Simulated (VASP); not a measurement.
# GaSb (Immm) in VASP: a series of runs, part 2 of 2

VASP 6.6.1. Earlier steps stand in the parts before.

## Step 4: Single point, PBE

Input file INCAR:

```
SYSTEM = GaSb
PREC = Accurate
ENCUT = 520
EDIFF = 1E-6
ISMEAR = 0
SIGMA = 0.025
LREAL = .FALSE.
LASPH = .TRUE.
NELM = 100
ALGO = Normal
ISIF = 2
LWAVE = .FALSE.
LCHARG = .TRUE.
GGA = PE
LELF = .TRUE.
LVHAR = .TRUE.
NBANDS = 16
```

Input file KPOINTS:

```
Automatic mesh
0
G
  8 8 8
  0 0 0
```

Input file POSCAR:

```
GaSb
1.0
   -1.5559010000      2.6750030000      2.8933130000
    1.5559010000     -2.6750030000      2.8933130000
    1.5559010000      2.6750030000     -2.8933130000
Sb Ga
1 1
Direct
    0.5000000000      0.5000000000      0.0000000000
    0.0000000000      0.0000000000      0.0000000000
```

Potentials or basis: VASP PAW PBE potentials, release 64 (Sb, Ga_d).

The run is started by

```console
$ cat potpaw_PBE.64/Sb/POTCAR potpaw_PBE.64/Ga_d/POTCAR > POTCAR
$ mpirun -np 1 vasp_std > vasp.out
```

OUTCAR:

```text
SYSTEM = GaSb
   PREC = Accurate
   ENCUT = 520
   EDIFF = 1E-6
   ISMEAR = 0
   LREAL = .FALSE.
   LASPH = .TRUE.
   NELM = 100
   ISIF = 2
   GGA = PE

 ion  position               nearest neighbor table
   1  0.500  0.500  0.000-   2 2.89   2 2.89   2 3.09   2 3.09   2 3.09   2 3.09
   2  0.000  0.000  0.000-   1 2.89   1 2.89   1 3.09   1 3.09   1 3.09   1 3.09

  LATTYP: Found a body centered orthorhombic cell.
 ALAT       =     3.1118020000
 B/A-ratio  =     1.7192629865
 C/A-ratio  =     1.8595739703

  Lattice vectors:

 A1 = (  -1.5559010000,   2.6750030000,   2.8933130000)
 A2 = (   1.5559010000,  -2.6750030000,   2.8933130000)
 A3 = (   1.5559010000,   2.6750030000,  -2.8933130000)

Analysis of symmetry for initial positions (statically):
=====================================================================
 Subroutine PRICEL returns:
 Original cell was already a primitive cell.

 Routine SETGRP: Setting up the symmetry group for a
 body centered orthorhombic supercell.

 Subroutine GETGRP returns: Found  8 space group operations
 (whereof  8 operations were pure point group operations)
 out of a pool of  8 trial point group operations.

The static configuration has the point symmetry D_2h.

Analysis of symmetry for dynamics (positions and initial velocities):
=====================================================================
 Subroutine PRICEL returns:
 Original cell was already a primitive cell.

 Routine SETGRP: Setting up the symmetry group for a
 body centered orthorhombic supercell.

 Subroutine GETGRP returns: Found  8 space group operations
 (whereof  8 operations were pure point group operations)
 out of a pool of  8 trial point group operations.

The dynamic configuration has the point symmetry D_2h.

 Subroutine INISYM returns: Found  8 space group operations
 (whereof  8 operations are pure point group operations),
 and found     1 'primitive' translations

----------------------------------------------------------------------------------------

                                     Primitive cell

  volume of cell :      48.1683

  direct lattice vectors                    reciprocal lattice vectors
    -1.555901000  2.675003000  2.893313000     0.000000000  0.186915678  0.172812274
     1.555901000 -2.675003000  2.893313000     0.321357207  0.000000000  0.172812274
     1.555901000  2.675003000 -2.893313000     0.321357207  0.186915678  0.000000000

  length of vectors
     4.236476022  4.236476022  4.236476022     0.254561491  0.364876057  0.371763265

  position of ions in fractional coordinates (direct lattice)
     0.500000000  0.500000000  0.000000000
     0.000000000  0.000000000  0.000000000

  ion indices of the primitive-cell ions
   primitive index   ion index
                 1           1
                 2           2

----------------------------------------------------------------------------------------

 KPOINTS: Automatic mesh

Automatic generation of k-mesh.
 Grid dimensions read from file:
 generate k-points for:    8    8    8

 Generating k-lattice:

  Cartesian coordinates                     Fractional coordinates (reciprocal lattice)
     0.000000000  0.023364460  0.021601534     0.125000000  0.000000000  0.000000000
     0.040169651  0.000000000  0.021601534     0.000000000  0.125000000  0.000000000
     0.040169651  0.023364460  0.000000000     0.000000000  0.000000000  0.125000000

  Length of vectors
     0.031820186  0.045609507  0.046470408

  Shift w.r.t. Gamma in fractional coordinates (k-lattice)
     0.000000000  0.000000000  0.000000000

 Subroutine IBZKPT returns following result:
 ===========================================

 Found     95 irreducible k-points:

 Following reciprocal coordinates:
            Coordinates               Weight
  0.000000  0.000000  0.000000      1.000000
  0.125000  0.000000 -0.000000      4.000000
  0.250000  0.000000 -0.000000      4.000000
  0.375000  0.000000 -0.000000      4.000000
  0.500000  0.000000 -0.000000      2.000000
  0.000000  0.125000  0.000000      4.000000
[... 16 lines left out ...]
  0.125000  0.375000  0.000000      8.000000
  0.250000  0.375000 -0.000000      8.000000
 [... further k-points ...]
   k-points           NKPTS =     95   k-points in BZ     NKDIM =     95   number of bands    NBANDS=     16
   number of dos      NEDOS =    301   number of ions     NIONS =      2
   total plane-waves  NPLWV =  32768
   dimension x,y,z NGX =    32 NGY =   32 NGZ =   32
   dimension x,y,z NGXF=    64 NGYF=   64 NGZF=   64
   ions per type =               1   1
   NGX,Y,Z   is equivalent  to a cutoff of  12.56, 12.56, 12.56 a.u.
   NGXF,Y,Z  is equivalent  to a cutoff of  25.11, 25.11, 25.11 a.u.
 SYSTEM =  GaSb
   PREC   = accura    normal or accurate (medium, high low for compatibility)
   ISTART =      0    job   : 0-new  1-cont  2-samecut
   ICHARG =      2    charge: 1-file 2-atom 10-const
   ISPIN  =      1    spin polarized calculation?
   LNONCOLLINEAR =      F non collinear calculations
   LSORBIT =      F    spin-orbit coupling
   LASPH  =      T    aspherical Exc in radial PAW
   ENCUT  =  520.0 eV  38.22 Ry    6.18 a.u.   7.88  7.88  7.88*2*pi/ulx,y,z
   NELM   =    100;   NELMIN=  2; NELMDL= -5     # of ELM steps
   EDIFF  = 0.1E-05   stopping-criterion for ELM
   LREAL  =      F    real-space projection
   EDIFFG = 0.1E-04   stopping-criterion for IOM
   NSW    =      0    number of steps for IOM
   IBRION =     -1    ionic relax: 0-MD 1-quasi-New 2-CG
   NFREE  =      0    steps in history (QN), initial steepest desc. (CG)
   ISIF   =      2    stress and relaxation
   ISYM   =      2    0-nonsym 1-usesym 2-fastsym
   POTIM  = 0.5000    time-step for ionic-motion
   TEBEG  =    0.0;   TEEND  =   0.0 temperature during run
   PSTRESS=    0.0 pullay stress
   NELECT =      18.0000    total number of electrons
   NUPDOWN=      -1.0000    fix difference up-down
   EMIN   =  10.00;   EMAX   =-10.00  energy-range for DOS
   EFERMI =   0.00;   METHOD = LEGACY
   ISMEAR =     0;   SIGMA  =   0.03  broadening in eV -4-tet -1-fermi 0-gaus
   EFERMI_NEDOS =   21; number of points for ismear=-14 and -15
   IALGO  =     38    algorithm
   IMIX   =      4    mixing-type and parameters
     AMIX     =   0.40;   BMIX     =  1.00
     AMIX_MAG =   1.60;   BMIX_MAG =  1.00
  volume/ion in A,a.u.               =      24.08       162.53
  Fermi-wavevector in a.u.,A,eV,Ry     =   1.179176  2.228319 18.918287  1.390455
  Thomas-Fermi vector in A             =   2.315491
   LORBIT       =      0    0 simple, 1 ext, 2 COOP (PROOUT), +10 PAW based schemes
   GGA     = PE    functional components
   LHFCALC =     F    Hartree Fock is set to
   AEXX    =    0.0000 exact exchange contribution
   IVDW    =     0    specifies the selected vdW correction
   LEPSILON=     F    determine dielectric tensor
   LRPA    =     F    only Hartree local field effects (RPA)
 non-spin polarized calculation
 Gauss-broadening in eV      SIGMA  =   0.03
  energy-cutoff  :      520.00
  volume of cell :       48.17
 maximum number of plane-waves:      1318
   NGX = 15   NGY = 15   NGZ = 15

 number of electron      17.9999989 magnetization

 Free energy of the ion-electron system (eV)
  ---------------------------------------------------
  ext. energy  EPLUGINS =         0.00000000
  ---------------------------------------------------
  free energy    TOTEN  =        -6.97681078 eV

  energy without entropy =       -6.97642449  energy(sigma->0) =       -6.97661763

 E-fermi :   6.4940     XC(G=0): -10.2514

 val. band max:        6.4551754817   @ k =   0.3750   0.1250   0.1250
 cond. band min:       6.5021061670   @ k =  -0.2500  -0.2500   0.1250
 fundamental gap:      0.0469306852
 Fermi energy:         6.4939780990

 k-point     1 :       0.0000    0.0000    0.0000
  band No.  band energies     occupation
      1      -8.3764      2.00000
      2      -8.2859      2.00000
      3      -8.2832      2.00000
      4      -8.2636      2.00000
      5      -8.2352      2.00000
      6      -5.3841      2.00000
[... 8 lines left out ...]
     15      15.6659      0.00000
     16      16.8884      0.00000
[... 419 lines left out ...]
 k-point    24 :       0.2500    0.3750   -0.0000
  band No.  band energies     occupation
      1      -8.3322      2.00000
      2      -8.2989      2.00000
      3      -8.2895      2.00000
      4      -8.2599      2.00000
      5      -8.2404      2.00000
      6      -1.8934      2.00000
[... 8 lines left out ...]
     15      15.7799      0.00000
     16      16.8074      0.00000

 [... further k-points ...]
[... 5 lines left out ...]
  --------------------------------------------------------------------------------------
  -------------------------------------------------------------------------------------
  Total        0.7215477     -0.2269937     -0.6644740      0.0000000      0.0000000      0.0000000
  in kB       24.0001517     -7.5502738    -22.1017638      0.0000000      0.0000000      0.0000000
  external PRESSURE =      -1.8839620 kB  Pullay stress =       0.0000000 kB

 VOLUME and BASIS-vectors are now :
 -----------------------------------------------------------------------------
  energy-cutoff  :      520.00
  volume of cell :       48.17
      direct lattice vectors                 reciprocal lattice vectors
    -1.555901000  2.675003000  2.893313000     0.000000000  0.186915678  0.172812274
     1.555901000 -2.675003000  2.893313000     0.321357207  0.000000000  0.172812274
     1.555901000  2.675003000 -2.893313000     0.321357207  0.186915678  0.000000000

 POSITION                                       TOTAL-FORCE (eV/Angst)
 -----------------------------------------------------------------------------------
      0.00000      0.00000      2.89331         0.000000      0.000000      0.000000
      0.00000      0.00000      0.00000        -0.000000     -0.000000     -0.000000
 -----------------------------------------------------------------------------------
    total drift:                               -0.000000      0.000000      0.000000

  FREE ENERGIE OF THE ION-ELECTRON SYSTEM (eV)
  ---------------------------------------------------
  free  energy   TOTEN  =        -6.9768107797 eV

  energy  without entropy=       -6.9764244890  energy(sigma->0) =       -6.97661763
```

OSZICAR:

```text
N       E                     dE             d eps       ncg     rms          rms(c)
DAV:   1     0.783333023407E+02    0.78333E+02   -0.85684E+03  3104   0.146E+03
DAV:   2    -0.127767267728E+01   -0.79611E+02   -0.76900E+02  3584   0.300E+02
DAV:   3    -0.690148802432E+01   -0.56238E+01   -0.56021E+01  3736   0.613E+01
DAV:   4    -0.699213565662E+01   -0.90648E-01   -0.90634E-01  3800   0.858E+00
DAV:   5    -0.699410840108E+01   -0.19727E-02   -0.19727E-02  3920   0.114E+00    0.233E+00
DAV:   6    -0.697865297299E+01    0.15455E-01   -0.37685E-02  4088   0.307E+00    0.131E+00
DAV:   7    -0.697678527958E+01    0.18677E-02   -0.10170E-02  4608   0.107E+00    0.257E-01
DAV:   8    -0.697679521885E+01   -0.99393E-05   -0.11187E-03  3936   0.416E-01    0.407E-02
DAV:   9    -0.697681027429E+01   -0.15055E-04   -0.74616E-05  3680   0.657E-02    0.150E-02
DAV:  10    -0.697681136171E+01   -0.10874E-05   -0.58259E-06  3952   0.232E-02    0.328E-03
DAV:  11    -0.697681077967E+01    0.58205E-06   -0.11303E-06  2592   0.163E-02
   1 F= -.69768108E+01 E0= -.69766176E+01  d E =-.386291E-03
```

Wall time 19 s (1 thread of Intel Xeon 6975P-C (Granite Rapids), shared host); peak memory 0.23 GiB.

What came out:

```
Free energy            : -6.9768 eV
Pressure               : -0.2 GPa
Band gap on the k mesh : zero (band 9 reaches 8.43 eV, above the bottom of band 10 at 4.18 eV)
```

Levels at points of the mesh, in eV from the Fermi level:
| k point | band 5 | band 6 | band 7 | band 8 | band 9 | band 10 | band 11 | band 12 | band 13 | band 14 |
| --- | --- | --- | --- | --- | --- | --- | --- | --- | --- | --- |
| (0.00, 0.00, 0.00) | -14.73 | -11.88 | -3.15 | -2.07 | -1.66 | 3.43 | 5.44 | 6.20 | 7.60 | 8.15 |
| (0.50, 0.00, 0.00) | -14.73 | -10.48 | -7.97 | -0.15 | 1.53 | 2.11 | 2.64 | 4.89 | 7.09 | 8.87 |
| (0.00, 0.50, 0.00) | -14.71 | -7.97 | -5.94 | -1.95 | -0.40 | -0.20 | 1.17 | 2.92 | 3.76 | 8.94 |
| (0.50, 0.50, 0.00) | -14.71 | -7.94 | -4.95 | -2.94 | -1.99 | -1.66 | 3.37 | 3.91 | 6.55 | 7.41 |
| (0.50, 0.50, 0.50) | -14.72 | -9.45 | -5.87 | -5.03 | -4.72 | 3.36 | 7.16 | 9.65 | 10.34 | 10.36 |

Caveat: spin-orbit coupling is left out, which moves the levels of the heavy elements.

## Step 5: Overview

| task | level | potentials or basis | cell | k mesh | cutoff (eV) | smearing | gap on the mesh (eV) | pressure (GPa) |
| --- | --- | --- | --- | --- | --- | --- | --- | --- |
| relaxation of cell and atoms | LDA | VASP PAW LDA potentials, release 64 (Sb, Ga_d) | relaxed | 7 × 7 × 7 | 600 | fermi-dirac 0.05 eV | none | -0.1 |
| single point | PBE | VASP PAW PBE potentials, release 64 (Sb, Ga_d) | as given | 8 × 8 × 8 | 520 | gaussian 0.05 eV | none | -0.2 |
| single point | PBE | VASP PAW PBE potentials, release 64 (Sb, Ga_d) | as given | 8 × 8 × 8 | 520 | gaussian 0.025 eV | none | -0.2 |

Alike in all rows: no spin polarisation.

Caveats: spin-orbit coupling is left out, which moves the levels of the heavy elements.

Absolute energies hang on the potentials; compare differences alone.
